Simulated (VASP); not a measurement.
**Ga8HN8 (a cell with a defect): single point with PBE**

Ga8HN8 (a cell with a defect):

```xyz
17
Lattice="0.0000 4.5485 -4.5485 4.5485 4.5485 0.0000 4.5485 0.0000 -4.5485" Properties=species:S:1:pos:R:3 pbc="T T T"
Ga    2.3398    0.0851   -2.2115
Ga    4.4686    2.2137   -2.2116
Ga    2.2795    2.2742   -4.5221
Ga    4.5337    4.5684   -4.5662
Ga    4.5682   -0.0147   -4.5316
Ga    6.8882    2.2137   -4.6313
Ga    4.5777    2.2742   -6.8204
Ga    6.8280    4.5242   -6.8204
N     1.1359    1.1305   -1.1283
N     3.4231    3.4175   -1.1283
N     1.1482    3.4054   -3.4032
N     3.4431    5.6589   -3.3944
N     3.4230    1.1305   -3.4154
N     5.8317    3.2703   -3.2681
N     3.4432    3.3967   -5.6567
N     5.7055    5.6589   -5.6567
H     6.4360    7.2150   -7.2126
```

```
Program             : VASP 6.6.1
Task                : single point
Functional          : PBE
Potentials or basis : VASP PAW PBE potentials, release 64 (Ga_d, N, H)
Cutoff              : 520 eV
k mesh              : 3 × 3 × 3
Occupations         : gaussian, width 0.02 eV
Spin                : no spin polarisation
```

| Quantity | Value |
| --- | --- |
| Largest force | 0.036 eV/Å |

Forces in eV/Å, atoms in the order of the input:
```
Ga   0.008  0.023  0.007
Ga  -0.024 -0.008  0.008
Ga   0.001  0.000  0.007
Ga  -0.009  0.009 -0.009
Ga  -0.002  0.001 -0.001
Ga   0.008 -0.008 -0.023
Ga   0.007 -0.001  0.000
Ga   0.001 -0.006  0.000
N    0.002 -0.001  0.001
N    0.001 -0.002  0.001
N    0.000  0.000  0.000
N    0.002 -0.001  0.003
N    0.001 -0.001  0.002
N   -0.020  0.020 -0.020
N    0.002 -0.003  0.002
N    0.004 -0.001  0.001
H    0.020 -0.021  0.021
```

Levels at points of the mesh, in eV from the Fermi level:
| k point | band 68 | band 69 | band 70 | band 71 | band 72 | band 73 | band 74 | band 75 | band 76 | band 77 |
| --- | --- | --- | --- | --- | --- | --- | --- | --- | --- | --- |
| (0.00, 0.00, 0.00) | -0.92 | -0.92 | -0.17 | -0.10 | -0.10 | 1.44 | 2.81 | 3.55 | 3.55 | 3.57 |

It took 4.7 min on 1 thread of Intel(R) Xeon(R) 6975P-C (Granite Rapids) (shared host), peak memory 0.39 GiB.

Caveat: the cell carries a net charge on a neutralising background, which shifts energy and pressure; the cell is charged against a uniform background, so pressure and absolute levels hang on convention.
